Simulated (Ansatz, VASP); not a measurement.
**Sc2GeSe in VASP and in Ansatz**

```xyz
4
Lattice="3.8941 0.0000 0.0000 0.0000 3.8941 0.0000 0.0000 0.0000 5.4818" Properties=species:S:1:pos:R:3 pbc="T T T"
Sc    1.9471    1.9471    0.0000
Sc    0.0000    0.0000    2.7409
Ge    1.9471    1.9471    2.7409
Se    0.0000    0.0000    0.0000
```

Change from the starting cell: the structure that the rattled cell fell into.

Alike in both runs: functional PBE; k mesh 12 × 12 × 8; occupations gaussian, width 0.1 eV; no spin polarisation.

Ansatz relaxed the structure, and its values are those at the end. VASP's run is a single point on that final structure, the one shown.

|  | VASP | Ansatz |
| --- | --- | --- |
| version | VASP 6.6.1 | Ansatz 0.2.0 |
| potentials or method | VASP PAW PBE potentials, release 64 (Sc_sv, Ge_d, Se), cutoff 520 eV | scalar-relativistic, plane waves, PAW |
| valence electrons in the cell | 42 | 52 |

```csv
,VASP,Ansatz,Ansatz less VASP
gap on the k mesh at the Fermi level (eV),none,none,-
pressure (GPa),0.2,0.0,-0.17
```

A gap of «none» marks a metal or a gap that the smearing closes. VASP's potentials hold 42 valence electrons a cell and Ansatz's 52, so a difference there can come from the potentials and not from the codes.
